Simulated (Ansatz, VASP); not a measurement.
**One calculation of Li3Si2N, two programs**

```
Li Si N
1.0
     2.70998    0.00000    0.00000
    -1.35499    2.34691    0.00000
     0.00000    0.00000   11.88944
Li Si N
3 2 1
Direct
  0.66667 0.33333 0.89797
  0.33333 0.66667 0.10203
  0.00000 0.00000 0.50000
  0.66667 0.33333 0.31487
  0.33333 0.66667 0.68513
  0.00000 0.00000 0.00000
```

Change from the starting cell: species swapped into the Li2AgF3 type (P-3m1, No. 164).

Alike in both runs: functional PBE; k mesh 18 × 18 × 4; occupations gaussian, width 0.1 eV; no spin polarisation.

Ansatz relaxed the structure, and its values are those at the end. VASP's run is a single point on that final structure, the one shown.

|  | VASP | Ansatz |
| --- | --- | --- |
| version | VASP 6.6.1 | Ansatz 0.2.0 |
| potentials or method | VASP PAW PBE potentials, release 64 (Li_sv, Si, N), cutoff 520 eV | scalar-relativistic, plane waves, PAW |
| valence electrons in the cell | 22 | 22 |

Ansatz gave:

```
gap on the k mesh at the Fermi level (eV) : none
rms of the force components (eV/Å)        : 0.001
```

**Question.** Which values does VASP return?

**Answer.** gap on the k mesh at the Fermi level (eV): none; rms of the force components (eV/Å): 0.008.

A gap of «none» marks a metal or a gap that the smearing closes. With one functional, cell and mesh, what is left measures potentials, basis and numerics.

Noted on VASP's run: the cutoff is under 1.25 times that of the potentials, so the pressure is a little rough.
